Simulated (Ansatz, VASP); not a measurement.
## BN: VASP beside Ansatz

File INCAR:

```
PREC = Accurate
ENCUT = 520
EDIFF = 1E-6
ISMEAR = -1
SIGMA = 0.03
LREAL = False
LASPH = True
NELM = 100
ALGO = Normal
ISIF = 2
LWAVE = False
LCHARG = False
GGA = PE
NBANDS = 11
```

The input KPOINTS:

```
Automatic mesh
0
Gamma
  13 13 13
```

File POSCAR:

```
BN
1.0
    0.0000000000      1.7713500000      1.8075000000
    1.7713500000      0.0000000000      1.8075000000
    1.7713500000      1.7713500000      0.0000000000
B N
1 1
Direct
    0.0000000000      0.0000000000      0.0000000000
    0.7500000000      0.7500000000      0.7500000000
```

Input for Ansatz:

```yaml
crystal:
  lattice:
    - [0.0, 1.77135, 1.8075]
    - [1.77135, 0.0, 1.8075]
    - [1.77135, 1.77135, 0.0]
  atoms:
    - { symbol: B, position: [0.0, 0.0, 0.0] }
    - { symbol: "N", position: [0.75, 0.75, 0.75] }
kpoints:
  mp_grid: { grid: [13, 13, 13] }
  band_path:
    path:
      - [0.0, 0.0, 0.0]
      - [0.5, 0.0, 0.5]
      - [0.75, 0.25, 0.5]
      - [0.5, 0.5, 0.5]
      - [0.0, 0.0, 0.0]
      - [0.5, 0.5, 0.0]
      - [0.62995, 0.62995, 0.2599]
      - [0.37005, 0.37005, 0.7401]
      - [0.0, 0.0, 0.0]
    npoints: 5
scf:
  occupations: { method: fermi_dirac, width: 0.03 }
hamiltonian:
  xc: pbe
  pseudopotentials: { kind: all_electron, lapw: { basis_error: 0.001 } }
output:
  forces: true
  stress: true
  eigenvalues: true
```

Change from the starting cell: equal xx and yy strain of -2 %.

Alike in both runs: task single point; functional PBE; k mesh 13 × 13 × 13; occupations fermi-dirac, width 0.03 eV; no spin polarisation.

|  | VASP | Ansatz |
| --- | --- | --- |
| version | VASP 6.6.1 | Ansatz 0.2.0 |
| potentials or method | VASP PAW PBE potentials, release 64 (B, N), cutoff 520 eV | all-electron LAPW, scalar-relativistic |

|  | VASP | Ansatz | Ansatz less VASP |
| --- | --- | --- | --- |
| gap on the k mesh at the Fermi level (eV) | 4.39 | 4.40 | +0.010 |
| pressure (GPa) | 20.1 | 19.7 | -0.38 |
| traceless stress, the component that is largest in VASP (GPa) | -8.85 | -8.86 | -0.010 |

Ansatz ran all-electron here, and VASP with PAW potentials.
